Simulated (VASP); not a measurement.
Input of a VASP 6.6.1 run:

INCAR

```
PREC = Accurate
ENCUT = 520
EDIFF = 1E-7
ISMEAR = -1
SIGMA = 0.1
LREAL = False
LASPH = True
NELM = 150
ALGO = Normal
ISIF = 2
LWAVE = False
LCHARG = True
ISPIN = 2
MAGMOM = 0.2 0.2 1 1 1 1
LORBIT = 11
LMAXMIX = 6
GGA = PS
LELF = True
LVHAR = True
NBANDS = 42
```

Contents of KPOINTS:

```
Automatic mesh
0
Gamma
  7 7 7
```

The input POSCAR:

```
LaCo2
1.0
    0.0000000000      3.7245000000      3.7245000000
    3.7245000000      0.0000000000      3.7245000000
    3.7245000000      3.7245000000      0.0000000000
La Co
2 4
Direct
    0.0000000000      0.0000000000      0.0000000000
    0.2500000000      0.2500000000      0.2500000000
    0.6250000000      0.6250000000      0.6250000000
    0.1250000000      0.6250000000      0.6250000000
    0.6250000000      0.6250000000      0.1250000000
    0.6250000000      0.1250000000      0.6250000000
```

Potentials or basis: VASP PAW PBE potentials, release 64 (La, Co).

Run with:

```sh
$ cat potpaw_PBE.64/La/POTCAR potpaw_PBE.64/Co/POTCAR > POTCAR
$ mpirun -np 1 vasp_std > vasp.out
```

Question: Estimate the pressure.

Answer: -10.6 GPa.

Question: Estimate the site moments.

Answer: La -0.20; Co +0.93 μB.

Question: Predict the net moment.

Answer: 2.94 μB per cell.

Caveat: the cell stands under tension; the PAW data sets were made with another functional, which shifts forces and pressure a little.
